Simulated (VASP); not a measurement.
# SiC in VASP: notebook, part 2 of 2

VASP 6.6.1. The steps go on from the part before.

## 5. Single point, PBE (uniaxial x strain -2.0%)

INCAR

```
SYSTEM = SiC
ALGO     = Normal         ! electronic algorithm
EDIFF    = 1E-6           ! SCF threshold, eV
ENCUT    = 520            ! plane-wave cutoff, eV
GGA      = PE             ! functional
ISIF     = 2              ! what is computed and relaxed
ISMEAR   = 0              ! smearing method
LASPH    = .True.         ! aspherical terms in the spheres
LCHARG   = .False.        ! write CHGCAR
LREAL    = .False.        ! projectors in reciprocal space
LWAVE    = .False.        ! write WAVECAR
NBANDS   = 11             ! bands
NELM     = 80             ! most SCF steps
PREC     = Accurate       ! precision mode
SIGMA    = 0.01           ! smearing width, eV
```

KPOINTS

```
k-points
0
Gamma
  6 6 6
  0 0 0
```

POSCAR

```
SiC
1.0
    0.0000000000      2.1780523450      2.1780523450
    2.1344912981      0.0000000000      2.1780523450
    2.1344912981      2.1780523450      0.0000000000
Si C
1 1
Direct
    0.0000000000      0.0000000000      0.0000000000
    0.2500000000      0.2500000000      0.2500000000
```

Potentials or basis: VASP PAW PBE potentials, release 64 (Si, C).

Launch:

```console
cat potpaw_PBE.64/Si/POTCAR potpaw_PBE.64/C/POTCAR > POTCAR
mpirun -np 1 vasp_std > vasp.out
```

OUTCAR:

```text
SYSTEM = SiC
   EDIFF = 1E-6
   ENCUT = 520
   GGA = PE
   ISIF = 2
   ISMEAR = 0
   LASPH = .True.
   LREAL = .False.
   NELM = 80
   PREC = Accurate

 ion  position               nearest neighbor table
   1  0.000  0.000  0.000-   2 1.87   2 1.87   2 1.87   2 1.87
   2  0.250  0.250  0.250-   1 1.87   1 1.87   1 1.87   1 1.87

  LATTYP: Found a body centered tetragonal cell.
 ALAT       =     3.0802311659
 C/A-ratio  =     1.3859292911

  Lattice vectors:

 A1 = (  -2.1344912981,   0.0000000000,  -2.1780523450)
 A2 = (  -2.1344912981,   0.0000000000,   2.1780523450)
 A3 = (   2.1344912981,   2.1780523450,   0.0000000000)

Analysis of symmetry for initial positions (statically):
=====================================================================
 Subroutine PRICEL returns:
 Original cell was already a primitive cell.

 Routine SETGRP: Setting up the symmetry group for a
 body centered tetragonal supercell.

 Subroutine GETGRP returns: Found  8 space group operations
 (whereof  8 operations were pure point group operations)
 out of a pool of 16 trial point group operations.

The static configuration has the point symmetry D_2d.

Analysis of symmetry for dynamics (positions and initial velocities):
=====================================================================
 Subroutine PRICEL returns:
 Original cell was already a primitive cell.

 Routine SETGRP: Setting up the symmetry group for a
 body centered tetragonal supercell.

 Subroutine GETGRP returns: Found  8 space group operations
 (whereof  8 operations were pure point group operations)
 out of a pool of 16 trial point group operations.

The dynamic configuration has the point symmetry D_2d.

 Subroutine INISYM returns: Found  8 space group operations
 (whereof  8 operations are pure point group operations),
 and found     1 'primitive' translations

----------------------------------------------------------------------------------------

[... 119 lines left out ...]
   AEXX    =    0.0000 exact exchange contribution
   IVDW    =     0    specifies the selected vdW correction
   LEPSILON=     F    determine dielectric tensor
   LRPA    =     F    only Hartree local field effects (RPA)
 non-spin polarized calculation
 Gauss-broadening in eV      SIGMA  =   0.01
  energy-cutoff  :      520.00
  volume of cell :       20.25
 maximum number of plane-waves:       560
   NGX = 11   NGY = 11   NGZ = 11

 number of electron       8.0000000 magnetization

 Free energy of the ion-electron system (eV)
  ---------------------------------------------------
  ext. energy  EPLUGINS =         0.00000000
  ---------------------------------------------------
  free energy    TOTEN  =       -15.02693915 eV

  energy without entropy =      -15.02693915  energy(sigma->0) =      -15.02693915

 E-fermi :   8.5641     XC(G=0): -11.4489

 val. band max:        8.4483244937   @ k =   0.0000   0.0000   0.0000
 cond. band min:       9.5673430746   @ k =   0.0000   0.5000   0.5000
 fundamental gap:      1.1190185809
 Fermi energy:         8.5640674783

 k-point     1 :       0.0000    0.0000    0.0000
  band No.  band energies     occupation
      1      -7.2183      2.00000
      2       8.3149      2.00000
      3       8.3149      2.00000
      4       8.4483      2.00000
      5      14.8412      0.00000
      6      15.7759      0.00000
      7      15.8299      0.00000
      8      15.8299      0.00000
      9      22.6743      0.00000
     10      23.2759      0.00000
     11      25.1710      0.00000
[... 309 lines left out ...]
 k-point    24 :       0.3333   -0.3333    0.1667
  band No.  band energies     occupation
      1      -2.4866      2.00000
      2       0.8833      2.00000
      3       3.5303      2.00000
      4       5.1870      2.00000
      5      13.6743      0.00000
      6      16.7183      0.00000
      7      19.0279      0.00000
      8      19.7835      0.00000
      9      21.5145      0.00000
     10      24.8304      0.00000
     11      29.6416      0.00000

 [... further k-points ...]

------------------------ aborting loop because EDIFF is reached ----------------------------------------

  FORCE on cell =-STRESS in cart. coord.  units (eV):
  Direction    XX          YY          ZZ          XY          YZ          ZX
  --------------------------------------------------------------------------------------
  -------------------------------------------------------------------------------------
  Total        1.4623176      0.8357148      0.8357148     -0.0000000      0.0000000      0.0000000
  in kB      115.6887916     66.1161673     66.1161673     -0.0000000      0.0000000      0.0000000
  external PRESSURE =      82.6403754 kB  Pullay stress =       0.0000000 kB

 VOLUME and BASIS-vectors are now :
 -----------------------------------------------------------------------------
  energy-cutoff  :      520.00
  volume of cell :       20.25
      direct lattice vectors                 reciprocal lattice vectors
     0.000000000  2.178052345  2.178052345    -0.234247851  0.229562894  0.229562894
     2.134491298  0.000000000  2.178052345     0.234247851 -0.229562894  0.229562894
     2.134491298  2.178052345  0.000000000     0.234247851  0.229562894 -0.229562894

 POSITION                                       TOTAL-FORCE (eV/Angst)
 -----------------------------------------------------------------------------------
      0.00000      0.00000      0.00000        -0.000000     -0.000000     -0.000000
      1.06725      1.08903      1.08903         0.000000      0.000000      0.000000
 -----------------------------------------------------------------------------------
    total drift:                               -0.000000      0.000000      0.000000

  FREE ENERGIE OF THE ION-ELECTRON SYSTEM (eV)
  ---------------------------------------------------
  free  energy   TOTEN  =       -15.0269391490 eV

  energy  without entropy=      -15.0269391490  energy(sigma->0) =      -15.02693915
```

Wall time 3 s (1 thread of Intel Xeon 6975P-C, shared host); peak memory 0.13 GiB.

Results:

- Free energy: -15.0269 eV
- Pressure: 8.3 GPa
- Band gap on the k mesh: 1.12 eV, indirect (least direct gap 4.53 eV)

Caveat: the cell differs from its parent crystal (uniaxial x strain -2.0%).

## 6. Overview

```tsv
cell	gap on the mesh (eV)	pressure (GPa)
a = 3.080 Å, angles 60.0°, 2 atoms	1.35	3.5
a = 3.203 Å, angles 60.0°, 2 atoms	1.45	-17.6
a = 3.050, b = 3.050, c = 3.080 Å, angles 59.7, 59.7, 60.7°, 2 atoms	1.12	8.3
a = 3.080, b = 3.050, c = 3.050 Å, angles 60.7, 59.7, 59.7°, 2 atoms	1.12	8.3
```

Alike in all rows: task single point; level PBE; potentials or basis VASP PAW PBE potentials, release 64 (Si, C); no spin polarisation; k mesh 6 × 6 × 6; cutoff (eV) 520; smearing gaussian 0.01 eV.

Total energies depend on the potentials used, so only differences within one code and one set of settings carry meaning.
